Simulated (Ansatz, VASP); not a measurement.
# GaSb3: VASP beside Ansatz

INCAR

```
ALGO = Normal ; EDIFF = 1E-7
ENCUT = 520 ; GGA = PS
ISIF = 2 ; ISMEAR = 0
LASPH = T ; LCHARG = T
LELF = T ; LREAL = F
LVHAR = T ; LWAVE = F
NBANDS = 22 ; NELM = 80
PREC = Accurate ; SIGMA = 0.15
```

File KPOINTS:

```
k-points
0
Gamma
  10 10 10
```

POSCAR

```
GaSb3
1.0
    0.0000000000      3.6461733899      3.7449846887
    3.6461733899      0.0000000000      3.7449846887
    3.6461733899      3.6461733899      0.0000000000
Ga Sb
1 3
Direct
    0.0000000000      0.0000000000      0.0000000000
    0.2500000000      0.2500000000      0.2500000000
    0.7500000000      0.7500000000      0.7500000000
    0.5000000000      0.5000000000      0.5000000000
```

Input for Ansatz:

```yaml
crystal:
  lattice:
    - [0.0, 3.6461733899, 3.7449846887]
    - [3.6461733899, 0.0, 3.7449846887]
    - [3.6461733899, 3.6461733899, 0.0]
  atoms:
    - { symbol: Ga, position: [0.0, 0.0, 0.0] }
    - { symbol: Sb, position: [0.25, 0.25, 0.25] }
    - { symbol: Sb, position: [0.75, 0.75, 0.75] }
    - { symbol: Sb, position: [0.5, 0.5, 0.5] }
basis:
  ecutwfc: 420
kpoints:
  mp_grid: { grid: [10, 10, 10] }
hamiltonian:
  xc: pbesol
  pseudopotentials: { kind: paw, azcp: { folder: soft_1 } }
scf:
  occupations: { method: gaussian, width: 0.15 }
output:
  forces: true
  stress: true
  eigenvalues: true
```

Alike in both runs: task single point; functional PBEsol; k mesh 10 × 10 × 10; occupations gaussian, width 0.15 eV; no spin polarisation.

|  | VASP | Ansatz |
| --- | --- | --- |
| version | VASP 6.6.1 | Ansatz 0.2.0 |
| potentials or method | VASP PAW PBE potentials, release 64 (Ga_d, Sb), cutoff 520 eV | scalar-relativistic, plane waves, PAW |
| valence electrons in the cell | 28 | 58 |

|  | VASP | Ansatz | Ansatz less VASP |
| --- | --- | --- | --- |
| gap on the k mesh at the Fermi level (eV) | none | none | - |
| pressure (GPa) | -1.5 | -1.5 | -0.01 |
| traceless stress, the component that is largest in VASP (GPa) | -0.70 | -0.70 | +0.003 |

VASP's potentials were made for PBE, not for PBEsol, and Ansatz warns of the same on its side. A gap of «none» marks a metal or a gap that the smearing closes. VASP's potentials hold 28 valence electrons a cell and Ansatz's 58, so a difference there can come from the potentials and not from the codes.

Spin-orbit coupling is off throughout.
